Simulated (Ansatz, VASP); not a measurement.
# One calculation of BiF2, two programs

```xyz
6
Lattice="3.8108 0.0000 0.0000 0.0000 3.8108 0.0000 0.0000 0.0000 6.9689" Properties=species:S:1:pos:R:3 pbc="T T T"
Bi    0.0000    0.0000    0.0000
Bi    1.9054    1.9054    3.4844
F     0.0000    1.9054    1.7422
F     0.0000    1.9054    5.2266
F     1.9054    0.0000    1.7422
F     1.9054    0.0000    5.2267
```

Alike in both runs: functional PBE; k mesh 6 × 6 × 2; occupations gaussian, width 0.1 eV; no spin polarisation.

Ansatz relaxed the structure, and its values are those at the end. VASP's run is a single point on that final structure, the one shown.

```csv
,VASP,Ansatz
version,VASP 6.6.1,Ansatz 0.2.0
potentials or method,"VASP PAW PBE potentials, release 64 (Bi_d, F), cutoff 520 eV","scalar-relativistic, plane waves, PAW"
valence electrons in the cell,58,58
```

|  | VASP | Ansatz | Ansatz less VASP |
| --- | --- | --- | --- |
| gap on the k mesh at the Fermi level (eV) | none | none | - |
| pressure (GPa) | -0.1 | 0.1 | +0.21 |

A gap of «none» marks a metal or a gap that the smearing closes.

The k mesh is coarse, so the values compare programs but aren't converged. Neither program's run includes spin-orbit coupling.
